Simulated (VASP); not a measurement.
Crystal: NaI.

```xyz
2
Lattice="0.0000 3.5432 3.7441 3.5432 0.0000 3.7441 3.5432 3.5432 0.0000" Properties=species:S:1:pos:R:3 pbc="T T T"
Na    0.0000    0.0000    0.0000
I     1.7716    1.7716    1.8720
```

This cell differs from its parent crystal: uniaxial z strain +5.7%.

Base run:

- Program: VASP 6.6.1
- Functional: r2SCAN
- Potentials or basis: VASP PAW PBE potentials, release 64 (Na_pv, I)
- Cutoff: 520 eV
- k mesh: 6 × 6 × 6
- Occupations: gaussian, width 0.01 eV
- Spin: no spin polarisation

Its results: band gap on the k mesh 4.30 eV, direct; pressure -0.6 GPa.

**Question.** The run is repeated on the same cell with these changes: functional from r2SCAN to PBE; occupations from gaussian, width 0.01 eV to fermi-dirac, width 0.02 eV. What comes out?

**Answer.** Band gap on the k mesh 3.70 eV, direct; pressure -0.2 GPa.

Caveats: spin-orbit coupling is left out, which moves the levels of the heavy elements; the PAW data sets were made with another functional, which shifts forces and pressure a little (some runs).

